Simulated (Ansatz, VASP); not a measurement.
**Two plane-wave programs on TaN**

INCAR

```
ALGO     = Normal         # electronic algorithm
EDIFF    = 1E-6           # SCF threshold, eV
ENCUT    = 700            # plane-wave cutoff, eV
GGA      = CA             # functional
GGA_COMPAT= F            
ISIF     = 2              # what is computed and relaxed
ISMEAR   = 0              # smearing method
LASPH    = T              # aspherical terms in the spheres
LCHARG   = F              # write CHGCAR
LREAL    = F              # projectors in reciprocal space
LWAVE    = F              # write WAVECAR
NBANDS   = 16             # bands
NELM     = 120            # most SCF steps
PREC     = Accurate       # precision mode
SIGMA    = 0.1            # smearing width, eV
```

KPOINTS

```
k-points
0
Gamma
  13 13 12
```

POSCAR

```
TaN
1.0
    2.9380000000      0.0000000000      0.0000000000
   -1.4690000000      2.5443830000      0.0000000000
    0.0000000000      0.0000000000      2.8830000000
Ta N
1 1
Direct
    0.3333333333      0.6666666667      0.5000000000
    0.0000000000      0.0000000000      0.0000000000
```

Input for Ansatz:

```yaml
crystal:
  lattice:
    - [2.938, 0.0, 0.0]
    - [-1.469, 2.544383, 0.0]
    - [0.0, 0.0, 2.883]
  atoms:
    - { symbol: Ta, position: [0.3333333333333333, 0.6666666666666666, 0.5] }
    - { symbol: "N", position: [0.0, 0.0, 0.0] }
kpoints:
  mp_grid:
    grid: [13, 13, 12]
    shift: [0.0, 0.0, 0.0]
hamiltonian:
  xc: lda
scf:
  occupations:
    method: gaussian
output:
  stress: true
```

Alike in both runs: task single point; functional LDA; k mesh 13 × 13 × 12; no spin polarisation.

```csv
,VASP,Ansatz
version,VASP 6.6.1,Ansatz 0.2.0
potentials or method,"VASP PAW LDA potentials, release 64 (Ta_sv_GW, N)","plane waves, PAW"
plane-wave cutoff (eV),700,420
occupations,"gaussian, width 0.1 eV",gaussian
valence electrons in the cell,18,18
```

VASP gave:

* pressure (GPa): -10.6
* traceless stress, the component that is largest in VASP (GPa): -0.90

Problem. Estimate Ansatz's values.

Solution. Pressure (GPa): -11.6; traceless stress, the component that is largest in VASP (GPa): -0.98.

LDA's correlation is that of Perdew and Zunger in VASP and of Perdew and Wang (1992) in Ansatz.

Neither program's run includes spin-orbit coupling.
